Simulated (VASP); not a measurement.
VN2, 6 atoms in the cell. Symmetry: I4/mcm, No. 140, tetragonal system. Conventional cell: a = 4.261 Å, b = 4.261 Å, c = 4.911 Å, α = 90.00°, β = 90.00°, γ = 90.00°. Within 2.8 Å of V (site symmetry 422) lie 8 N at 2.11 Å and 2 V at 2.46 Å. N (site symmetry m2m) has 1 N at 1.38 Å within 1.8 Å. 

```yaml
Program: VASP 6.6.1
Task: single point
Functional: PBEsol
Potentials_or_basis: VASP PAW PBE potentials, release 64 (V_sv, N)
Cutoff: 520 eV
k_mesh: 12 × 12 × 12
Occupations: gaussian, width 0.1 eV
Spin: no spin polarisation
Dipole_correction: no
k_mesh_for_the_DOS: 18 × 18 × 18
Occupations_for_the_DOS: tetrahedron
Further_INCAR_settings: ALGO = Normal; EDIFF = 1e-06; NBANDS = 32
```

Potentials or basis: VASP PAW PBE potentials, release 64 (V_sv, N).

Launch:

```console
$ cat potpaw_PBE.64/V_sv/POTCAR potpaw_PBE.64/N/POTCAR > POTCAR
$ cp INCAR.step1 INCAR
$ cp KPOINTS.step1 KPOINTS
$ mpirun -np 1 vasp_std > vasp.out
$ cp INCAR.step2 INCAR
$ cp KPOINTS.step2 KPOINTS
$ mpirun -np 1 vasp_std > vasp.out
```

Hardware: 1 thread of Intel(R) Xeon(R) 6975P-C (Granite Rapids), on a shared host.

Task: Estimate the wall time of this run.

Result: Wall time 4.5 min on 1 thread of Intel(R) Xeon(R) 6975P-C (Granite Rapids) (shared host), peak memory 0.6 GiB. Counts: k points 480.
